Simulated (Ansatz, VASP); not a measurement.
# As: VASP beside Ansatz

INCAR

```
ALGO     = Normal         # electronic algorithm
DIPOL    = 0.5 0.5 0.627
EDIFF    = 1E-6           # SCF threshold, eV
ENCUT    = 400            # plane-wave cutoff, eV
GGA      = PE             # functional
GGA_COMPAT= F            
IDIPOL   = 3            
ISIF     = 2              # what is computed and relaxed
ISMEAR   = 0              # smearing method
IVDW     = 12             # dispersion correction
LASPH    = T              # aspherical terms in the spheres
LCHARG   = T              # write CHGCAR
LDIPOL   = T            
LELF     = T              # ELF
LREAL    = F              # projectors in reciprocal space
LVACPOTAV= T            
LVHAR    = T            
LWAVE    = F              # write WAVECAR
NBANDS   = 12             # bands
NELM     = 120            # most SCF steps
NELMDL   = -8           
PREC     = Accurate       # precision mode
SIGMA    = 0.04           # smearing width, eV
```

File KPOINTS:

```
k-points
0
Gamma
  12 12 1
```

File POSCAR:

```
As
1.0
    3.6178544650      0.0000000000      0.0000000000
   -1.8089272325      3.1331538739      0.0000000000
    0.0000000000      0.0000000000     22.4800000000
As
2
Direct
    0.3333333333      0.6666666667      0.5961422713
    0.0000000000      0.0000000000      0.6575300385
```

Input for Ansatz:

```yaml
crystal:
  lattice:
    - [3.617854465, 0.0, 0.0]
    - [-1.8089272325, 3.1331538739, 0.0]
    - [0.0, 0.0, 22.48]
  atoms:
    - { symbol: As, position: [0.3333333333, 0.6666666667, 0.5961422713] }
    - { symbol: As, position: [0.0, 0.0, 0.6575300385] }
basis:
  ecutwfc: 420
kpoints:
  mp_grid: { grid: [12, 12, 1] }
hamiltonian:
  xc: pbe
  dispersion: d3bj
  pseudopotentials: { kind: paw, azcp: { folder: soft_1 } }
scf:
  occupations: { method: gaussian, width: 0.04 }
  n_extra_bands: 6
  max_iter: 160
output:
  forces: true
  eigenvalues: true
  write_density: true
  write_potential: true
  elf: true
  volumetric_format: npy
efield:
  axis: 3
  dipole_correction: true
```

Alike in both runs: task single point; functional PBE; dispersion D3(BJ); k mesh 12 × 12 × 1; occupations gaussian, width 0.04 eV; no spin polarisation.

|  | VASP | Ansatz |
| --- | --- | --- |
| version | VASP 6.6.1 | Ansatz 0.2.0 |
| potentials or method | VASP PAW PBE potentials, release 64 (As), cutoff 400 eV | scalar-relativistic, plane waves, PAW |
| valence electrons in the cell | 10 | 30 |

|  | VASP | Ansatz | Ansatz less VASP |
| --- | --- | --- | --- |
| gap on the k mesh at the Fermi level (eV) | 1.70 | 1.70 | -0.004 |
| least direct gap on the mesh (eV) | 1.92 | 1.94 | +0.013 |
| rms of the force components (eV/Å) | 0.090 | 0.042 | -0.0484 |

Atom by atom the forces differ by 0.048 eV/Å (rms over components). VASP's potentials hold 10 valence electrons a cell and Ansatz's 30, so a difference there can come from the potentials and not from the codes. Ansatz's warnings: xc potential rough in thin density.
